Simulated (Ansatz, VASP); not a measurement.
Zr in VASP and in Ansatz

INCAR

```
SYSTEM = Zr
  PREC = Accurate
  ENCUT = 520
  EDIFF = 1E-7
  ISMEAR = -1
  SIGMA = 0.01
  LREAL = .False.
  LASPH = .True.
  NELM = 150
  ALGO = Normal
  ISIF = 2
  LWAVE = .False.
  LCHARG = .True.
  ISPIN = 2
  MAGMOM = 1
  LORBIT = 11
  NUPDOWN = 1.0
  LMAXMIX = 4
  GGA = PS
  IVDW = 13
  LELF = .True.
  LVHAR = .True.
  NBANDS = 16
```

Contents of KPOINTS:

```
regular mesh
0
Gamma
  10 10 10
  0 0 0
```

POSCAR

```
Zr
1.0
    0.0000000000      2.2550000000      2.2550000000
    2.2550000000      0.0000000000      2.2550000000
    2.2550000000      2.2550000000      0.0000000000
Zr
1
Direct
    0.0000000000      0.0000000000      0.0000000000
```

File input.yaml:

```yaml
crystal:
  lattice:
    - [0.0, 2.255, 2.255]
    - [2.255, 0.0, 2.255]
    - [2.255, 2.255, 0.0]
  atoms:
    - { symbol: Zr, position: [0.0, 0.0, 0.0], spin: 1.0 }
kpoints:
  mp_grid: { grid: [10, 10, 10] }
scf:
  occupations: { method: fermi_dirac, width: 0.01 }
hamiltonian:
  xc: pbesol
  dispersion: d4
  pseudopotentials: { kind: all_electron, lapw: { basis_error: 0.002 } }
magnetization:
  spin_polarized: true
  initial_magnetization: 1.0
  spin_locking: { lock_magnetization: hard }
output:
  forces: true
  stress: true
  eigenvalues: true
```

Alike in both runs: task single point; functional PBEsol; dispersion D4; k mesh 10 × 10 × 10; occupations fermi-dirac, width 0.01 eV; collinear spin; fixed moment 1 μB.

|  | VASP | Ansatz |
| --- | --- | --- |
| version | VASP 6.6.1 | Ansatz 0.2.0 |
| potentials or method | VASP PAW PBE potentials, release 64 (Zr_sv), cutoff 520 eV | all-electron LAPW, scalar-relativistic |

```tsv
	VASP	Ansatz	Ansatz less VASP
pressure (GPa)	-0.9	-0.9	-0.03
size of the moment on the site where the two differ most (μB)	0.56	0.81	+0.255
```

VASP's potentials were made for PBE, not for PBEsol. Site moments also hang on the region over which each program counts them. Ansatz ran all-electron here, and VASP with PAW potentials.
